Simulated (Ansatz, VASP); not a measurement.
**WC: VASP beside Ansatz**

```xyz
2
Lattice="2.8986 0.0000 0.0000 -1.4493 2.5102 0.0000 0.0000 0.0000 2.8280" Properties=species:S:1:pos:R:3 pbc="T T T"
W     0.0000    0.0000    0.0000
C     1.4493    0.8367    1.4140
```

Alike in both runs: task single point; functional PBEsol; k mesh 6 × 6 × 6; occupations gaussian, width 0.1 eV; no spin polarisation.

```csv
,VASP,Ansatz
version,VASP 6.6.1,Ansatz 0.2.0
potentials or method,"VASP PAW PBE potentials, release 64 (W_sv, C_h), cutoff 1300 eV","scalar-relativistic, plane waves, PAW"
valence electrons in the cell,18,18
```

|  | VASP | Ansatz | Ansatz less VASP |
| --- | --- | --- | --- |
| gap on the k mesh at the Fermi level (eV) | none | none | - |
| pressure (GPa) | 1.2 | 0.1 | -1.09 |
| traceless stress, the component that is largest in VASP (GPa) | -1.52 | -1.67 | -0.151 |

VASP's potentials were made for PBE, not for PBEsol, and Ansatz warns of the same on its side. A gap of «none» marks a metal or a gap that the smearing closes.

The k mesh is coarse, so the values compare programs but aren't converged. Neither program's run includes spin-orbit coupling.
